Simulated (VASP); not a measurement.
# CuO (Cccm) in VASP: a series of runs

The runs below take CuO through single point, relaxation of cell and atoms, with r2SCAN, PBE.

Program: VASP 6.6.1. These are calculated values, not measurements. Logs are shortened: lines on timing, memory, paths and dates and some standing lists are left out, and cuts for length are marked.

### Step 1. The cell of the first run

Symmetry: Cccm, No. 66, orthorhombic system. The conventional cell has a = 3.982 Å, b = 4.307 Å, c = 5.156 Å, α = 90.00°, β = 90.00°, γ = 90.00°. Cu (site symmetry 2/m) has 4 O at 1.95 Å within 2.6 Å. O (site symmetry 222) has 4 Cu at 1.95 Å and 2 O at 2.58 Å within 2.6 Å.

### Step 2. Single point, r2SCAN

File POSCAR:

```
CuO
1.0
    1.9909680000     -2.1535500000      0.0000000000
    1.9909680000      2.1535500000      0.0000000000
    0.0000000000      0.0000000000      5.1559280000
Cu O
2 2
Direct
    0.5000000000      0.0000000000      0.0000000000
    0.0000000000      0.5000000000      0.5000000000
    0.5000000000      0.5000000000      0.2500000000
    0.5000000000      0.5000000000      0.7500000000
```

File INCAR.step1:

```
SYSTEM = CuO
PREC     = Accurate       ! precision mode
ENCUT    = 520            ! plane-wave cutoff, eV
ISMEAR   = -1             ! smearing method
SIGMA    = 0.05           ! smearing width, eV
LREAL    = .FALSE.        ! projectors in reciprocal space
LASPH    = .TRUE.         ! aspherical terms in the spheres
NELM     = 100            ! most SCF steps
NBANDS   = 25             ! bands
GGA      = PE             ! functional
ALGO     = Normal         ! electronic algorithm
EDIFF    = 1E-4           ! SCF threshold, eV
LWAVE    = .TRUE.         ! write WAVECAR
LCHARG   = .FALSE.        ! write CHGCAR
```

File INCAR.step2:

```
SYSTEM = CuO
PREC     = Accurate       ! precision mode
ENCUT    = 520            ! plane-wave cutoff, eV
EDIFF    = 1E-7           ! SCF threshold, eV
ISMEAR   = -1             ! smearing method
SIGMA    = 0.05           ! smearing width, eV
LREAL    = .FALSE.        ! projectors in reciprocal space
LASPH    = .TRUE.         ! aspherical terms in the spheres
NELM     = 100            ! most SCF steps
ALGO     = Normal         ! electronic algorithm
ISIF     = 2              ! what is computed and relaxed
LWAVE    = .FALSE.        ! write WAVECAR
LCHARG   = .FALSE.        ! write CHGCAR
METAGGA  = R2SCAN         ! meta-GGA
LMIXTAU  = .TRUE.       
NBANDS   = 25             ! bands
ISTART   = 1
```

File KPOINTS:

```
Automatic mesh
0
G
  5 5 3
  0 0 0
```

Potentials or basis: VASP PAW PBE potentials, release 64 (Cu, O).

Started as:

```sh
> cat potpaw_PBE.64/Cu/POTCAR potpaw_PBE.64/O/POTCAR > POTCAR
> cp INCAR.step1 INCAR
> mpirun -np 1 vasp_std > vasp.out
> cp INCAR.step2 INCAR
> mpirun -np 1 vasp_std > vasp.out
```

OUTCAR:

```text
SYSTEM = CuO
   PREC = Accurate
   ENCUT = 520
   EDIFF = 1E-7
   ISMEAR = -1
   LREAL = .FALSE.
   LASPH = .TRUE.
   NELM = 100
   ISIF = 2
   METAGGA = R2SCAN
   ISTART = 1

 ion  position               nearest neighbor table
   1  0.500  0.000  0.000-   3 1.95   4 1.95   3 1.95   4 1.95
   2  0.000  0.500  0.500-   3 1.95   4 1.95   3 1.95   4 1.95
   3  0.500  0.500  0.250-   1 1.95   2 1.95   1 1.95   2 1.95
   4  0.500  0.500  0.750-   1 1.95   2 1.95   1 1.95   2 1.95

  LATTYP: Found a base centered orthorhombic cell.
 ALAT       =     3.9819360000
 B/A-ratio  =     1.0816597755
 C/A-ratio  =     1.2948294498

  Lattice vectors:

 A1 = (   1.9909680000,  -2.1535500000,   0.0000000000)
 A2 = (   1.9909680000,   2.1535500000,   0.0000000000)
 A3 = (   0.0000000000,   0.0000000000,   5.1559280000)

Analysis of symmetry for initial positions (statically):
=====================================================================
 Subroutine PRICEL returns:
 Original cell was already a primitive cell.

 Routine SETGRP: Setting up the symmetry group for a
 base centered orthorhombic supercell.

 Subroutine GETGRP returns: Found  8 space group operations
 (whereof  4 operations were pure point group operations)
 out of a pool of  8 trial point group operations.

The static configuration has the point symmetry C_2h.
 The point group associated with its full space group is D_2h.

Analysis of symmetry for dynamics (positions and initial velocities):
=====================================================================
 Subroutine PRICEL returns:
 Original cell was already a primitive cell.

 Routine SETGRP: Setting up the symmetry group for a
 base centered orthorhombic supercell.

 Subroutine GETGRP returns: Found  8 space group operations
 (whereof  4 operations were pure point group operations)
 out of a pool of  8 trial point group operations.

The dynamic configuration has the point symmetry C_2h.
 The point group associated with its full space group is D_2h.

 Subroutine INISYM returns: Found  8 space group operations
 (whereof  4 operations are pure point group operations),
 and found     1 'primitive' translations

----------------------------------------------------------------------------------------

                                     Primitive cell

  volume of cell :      44.2136

  direct lattice vectors                    reciprocal lattice vectors
     1.990968000 -2.153550000  0.000000000     0.251134122 -0.232174781  0.000000000
     1.990968000  2.153550000  0.000000000     0.251134122  0.232174781  0.000000000
     0.000000000  0.000000000  5.155928000     0.000000000  0.000000000  0.193951506

  length of vectors
     2.932870809  2.932870809  5.155928000     0.342013854  0.342013854  0.193951506

  position of ions in fractional coordinates (direct lattice)
     0.500000000  0.000000000  0.000000000
     0.000000000  0.500000000  0.500000000
     0.500000000  0.500000000  0.250000000
     0.500000000  0.500000000  0.750000000

  ion indices of the primitive-cell ions
   primitive index   ion index
                 1           1
                 2           2
                 3           3
                 4           4

----------------------------------------------------------------------------------------

 KPOINTS: Automatic mesh

Automatic generation of k-mesh.
 Grid dimensions read from file:
 generate k-points for:    5    5    3

 Generating k-lattice:

  Cartesian coordinates                     Fractional coordinates (reciprocal lattice)
     0.050226824 -0.046434956  0.000000000     0.200000000  0.000000000  0.000000000
     0.050226824  0.046434956  0.000000000     0.000000000  0.200000000  0.000000000
     0.000000000  0.000000000  0.064650502     0.000000000  0.000000000  0.333333333

  Length of vectors
     0.068402771  0.068402771  0.064650502

  Shift w.r.t. Gamma in fractional coordinates (k-lattice)
     0.000000000  0.000000000  0.000000000

 Subroutine IBZKPT returns following result:
 ===========================================

 Found     18 irreducible k-points:

 Following reciprocal coordinates:
            Coordinates               Weight
  0.000000  0.000000  0.000000      1.000000
  0.200000  0.000000  0.000000      4.000000
  0.400000 -0.000000  0.000000      4.000000
  0.200000  0.200000  0.000000      2.000000
  0.400000  0.200000  0.000000      4.000000
 -0.400000  0.200000  0.000000      4.000000
[... 10 lines left out ...]
  0.400000  0.400000  0.333333      4.000000
 -0.400000  0.400000  0.333333      4.000000
   k-points           NKPTS =     18   k-points in BZ     NKDIM =     18   number of bands    NBANDS=     25
   number of dos      NEDOS =    301   number of ions     NIONS =      4
   total plane-waves  NPLWV =  23040
   dimension x,y,z NGX =    24 NGY =   24 NGZ =   40
   dimension x,y,z NGXF=    48 NGYF=   48 NGZF=   80
   ions per type =               2   2
   NGX,Y,Z   is equivalent  to a cutoff of  13.60, 13.60, 12.90 a.u.
   NGXF,Y,Z  is equivalent  to a cutoff of  27.21, 27.21, 25.79 a.u.
 SYSTEM =  CuO
   PREC   = accura    normal or accurate (medium, high low for compatibility)
   ISTART =      1    job   : 0-new  1-cont  2-samecut
   ICHARG =      0    charge: 1-file 2-atom 10-const
   ISPIN  =      1    spin polarized calculation?
   LNONCOLLINEAR =      F non collinear calculations
   LSORBIT =      F    spin-orbit coupling
   LASPH  =      T    aspherical Exc in radial PAW
   ENCUT  =  520.0 eV  38.22 Ry    6.18 a.u.   5.45  5.45  9.59*2*pi/ulx,y,z
   NELM   =    100;   NELMIN=  2; NELMDL=  0     # of ELM steps
   EDIFF  = 0.1E-06   stopping-criterion for ELM
   LREAL  =      F    real-space projection
   EDIFFG = 0.1E-05   stopping-criterion for IOM
   NSW    =      0    number of steps for IOM
   IBRION =     -1    ionic relax: 0-MD 1-quasi-New 2-CG
   NFREE  =      0    steps in history (QN), initial steepest desc. (CG)
   ISIF   =      2    stress and relaxation
   ISYM   =      2    0-nonsym 1-usesym 2-fastsym
   POTIM  = 0.5000    time-step for ionic-motion
   TEBEG  =    0.0;   TEEND  =   0.0 temperature during run
   PSTRESS=    0.0 pullay stress
   NELECT =      34.0000    total number of electrons
   NUPDOWN=      -1.0000    fix difference up-down
   EMIN   =  10.00;   EMAX   =-10.00  energy-range for DOS
   EFERMI =   0.00;   METHOD = LEGACY
   ISMEAR =    -1;   SIGMA  =   0.05  broadening in eV -4-tet -1-fermi 0-gaus
   EFERMI_NEDOS =   21; number of points for ismear=-14 and -15
   IALGO  =     38    algorithm
   IMIX   =      4    mixing-type and parameters
     AMIX     =   0.40;   BMIX     =  1.00
     AMIX_MAG =   1.60;   BMIX_MAG =  1.00
  volume/ion in A,a.u.               =      11.05        74.59
  Fermi-wavevector in a.u.,A,eV,Ry     =   1.499854  2.834314 30.607167  2.249563
  Thomas-Fermi vector in A             =   2.611430
   LORBIT       =      0    0 simple, 1 ext, 2 COOP (PROOUT), +10 PAW based schemes
   METAGGA = R2SCAN    functional components
   LHFCALC =     F    Hartree Fock is set to
   AEXX    =    0.0000 exact exchange contribution
   IVDW    =     0    specifies the selected vdW correction
   LEPSILON=     F    determine dielectric tensor
   LRPA    =     F    only Hartree local field effects (RPA)
 non-spin polarized calculation
  energy-cutoff  :      520.00
  volume of cell :       44.21
 maximum number of plane-waves:      1213
 NGX is ok and might be reduce to    24
   NGX = 11   NGY = 11   NGZ = 19

 number of electron      33.9999999 magnetization

 Free energy of the ion-electron system (eV)
  ---------------------------------------------------
  ext. energy  EPLUGINS =         0.00000000
  ---------------------------------------------------
  free energy    TOTEN  =       -36.47124328 eV

  energy without entropy =      -36.45417737  energy(sigma->0) =      -36.46271033

 E-fermi :   4.7642     XC(G=0): -12.0184

 val. band max:        4.6488072065   @ k =   0.2000   0.2000   0.3333
 cond. band min:       4.8469132662   @ k =  -0.4000   0.2000   0.3333
 fundamental gap:      0.1981060596
 Fermi energy:         4.7642079888

 k-point     1 :       0.0000    0.0000    0.0000
  band No.  band energies     occupation
      1     -16.2323      2.00000
      2     -14.9689      2.00000
      3      -3.6246      2.00000
      4      -0.9766      2.00000
      5      -0.8196      2.00000
      6       0.8679      2.00000
[... 17 lines left out ...]
     24      20.0009      0.00000
     25      20.3595      0.00000

 k-point     2 :       0.2000    0.0000    0.0000
  band No.  band energies     occupation
      1     -16.0449      2.00000
      2     -14.9112      2.00000
      3      -3.2820      2.00000
      4      -1.0792      2.00000
      5      -0.7830      2.00000
      6      -0.7231      2.00000
[... 17 lines left out ...]
     24      20.3160      0.00000
     25      20.4916      0.00000

 k-point     3 :       0.4000   -0.0000    0.0000
  band No.  band energies     occupation
      1     -15.7176      2.00000
      2     -14.8153      2.00000
      3      -2.6617      2.00000
      4      -2.3238      2.00000
      5      -1.1257      2.00000
      6      -0.6255      2.00000
[... 17 lines left out ...]
     24      18.4645      0.00000
     25      20.0703      0.00000

 k-point     4 :       0.2000    0.2000    0.0000
  band No.  band energies     occupation
      1     -15.8543      2.00000
      2     -14.8531      2.00000
      3      -2.9211      2.00000
      4      -1.1061      2.00000
      5      -0.8716      2.00000
      6      -0.8318      2.00000
[... 17 lines left out ...]
     24      16.9806      0.00000
     25      20.4982      0.00000
[... 309 lines left out ...]
 k-point    16 :      -0.2000    0.2000    0.3333
  band No.  band energies     occupation
      1     -15.6476      2.00000
      2     -15.1461      2.00000
      3      -2.2804      2.00000
      4      -1.4001      2.00000
      5      -0.7910      2.00000
      6      -0.3480      2.00000
[... 17 lines left out ...]
     24      17.9635      0.00000
     25      19.0043      0.00000

 k-point    17 :       0.4000    0.4000    0.3333
  band No.  band energies     occupation
      1     -15.1224      2.00000
      2     -14.8471      2.00000
      3      -1.7215      2.00000
      4      -1.6082      2.00000
      5      -1.3719      2.00000
      6      -1.0479      2.00000
[... 17 lines left out ...]
     24      16.8370      0.00000
     25      19.1110      0.00000

 k-point    18 :      -0.4000    0.4000    0.3333
  band No.  band energies     occupation
      1     -15.1304      2.00000
      2     -14.8528      2.00000
      3      -1.8366      2.00000
      4      -1.4777      2.00000
      5      -1.3960      2.00000
      6      -0.8894      2.00000
[... 17 lines left out ...]
     24      17.5920      0.00000
     25      18.7194      0.00000

------------------------ aborting loop because EDIFF is reached ----------------------------------------

  FORCE on cell =-STRESS in cart. coord.  units (eV):
  Direction    XX          YY          ZZ          XY          YZ          ZX
  --------------------------------------------------------------------------------------
  -------------------------------------------------------------------------------------
  Total       -0.9784227     -1.3637614     -1.1103737      0.0000000      0.0000000      0.0000000
  in kB      -35.4552878    -49.4188803    -40.2368212      0.0000000      0.0000000      0.0000000
  external PRESSURE =     -41.7036631 kB  Pullay stress =       0.0000000 kB

 VOLUME and BASIS-vectors are now :
 -----------------------------------------------------------------------------
  energy-cutoff  :      520.00
  volume of cell :       44.21
      direct lattice vectors                 reciprocal lattice vectors
     1.990968000 -2.153550000  0.000000000     0.251134122 -0.232174781  0.000000000
     1.990968000  2.153550000  0.000000000     0.251134122  0.232174781  0.000000000
     0.000000000  0.000000000  5.155928000     0.000000000  0.000000000  0.193951506

 POSITION                                       TOTAL-FORCE (eV/Angst)
 -----------------------------------------------------------------------------------
      0.99548     -1.07678      0.00000         0.000000      0.000000     -0.000000
      0.99548      1.07678      2.57796        -0.000000      0.000000     -0.000000
      1.99097      0.00000      1.28898        -0.000000     -0.000000      0.000000
      1.99097      0.00000      3.86695        -0.000000     -0.000000     -0.000000
 -----------------------------------------------------------------------------------
    total drift:                                0.000000     -0.000000     -0.000000

  FREE ENERGIE OF THE ION-ELECTRON SYSTEM (eV)
  ---------------------------------------------------
  free  energy   TOTEN  =       -36.4712432835 eV

  energy  without entropy=      -36.4541773741  energy(sigma->0) =      -36.46271033
```

Wall time 56 s (1 thread of AMD EPYC 9R45 (Zen 5), shared host); peak memory 0.14 GiB.

What came out:

* Free energy: -36.4712 eV
* Pressure: -4.2 GPa
* Band gap on the k mesh: zero (band 17 reaches 5.28 eV, above the bottom of band 18 at 4.58 eV)

Stress tensor (GPa, compression positive):
```
-3.55  0.00  0.00
 0.00 -4.94  0.00
 0.00  0.00 -4.02
```

Caveat: the k points lie up to 0.43 Å⁻¹ apart; the PAW data sets were made with another functional, which shifts forces and pressure a little; semilocal functionals often make such compounds metallic where correlation or magnetic order opens a gap, which also shifts bond lengths. With open d or f shells a metallic result of r2SCAN can be an artefact of self-interaction; +U or a hybrid may open a gap.

[end of part 1 of 2]
